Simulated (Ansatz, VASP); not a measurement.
# GaP in VASP and in Ansatz

```
Ga P
1.0
     4.55827    0.00000    0.00000
    -2.27914    3.94758    0.00000
     0.00000    0.00000    5.75203
Ga P
2 2
Direct
  0.33333 0.66667 0.50000
  0.66667 0.33333 0.50000
  0.00000 0.00000 0.30947
  0.00000 0.00000 0.69053
```

Alike in both runs: functional PBE; k mesh 12 × 12 × 8; occupations gaussian, width 0.1 eV; no spin polarisation.

Ansatz relaxed the structure, and its values are those at the end. VASP's run is a single point on that final structure, the one shown.

|  | VASP | Ansatz |
| --- | --- | --- |
| version | VASP 6.6.1 | Ansatz 0.2.0 |
| potentials or method | VASP PAW PBE potentials, release 64 (Ga_d, P), cutoff 520 eV | scalar-relativistic, plane waves, PAW |
| valence electrons in the cell | 36 | 36 |

|  | VASP | Ansatz | Ansatz less VASP |
| --- | --- | --- | --- |
| gap on the k mesh at the Fermi level (eV) | none | none | - |
| pressure (GPa) | 0.0 | 0.0 | +0.02 |
| rms of the force components (eV/Å) | 0.021 | 0.000 | -0.0202 |

A gap of «none» marks a metal or a gap that the smearing closes. With one functional, cell and mesh, what is left measures potentials, basis and numerics.
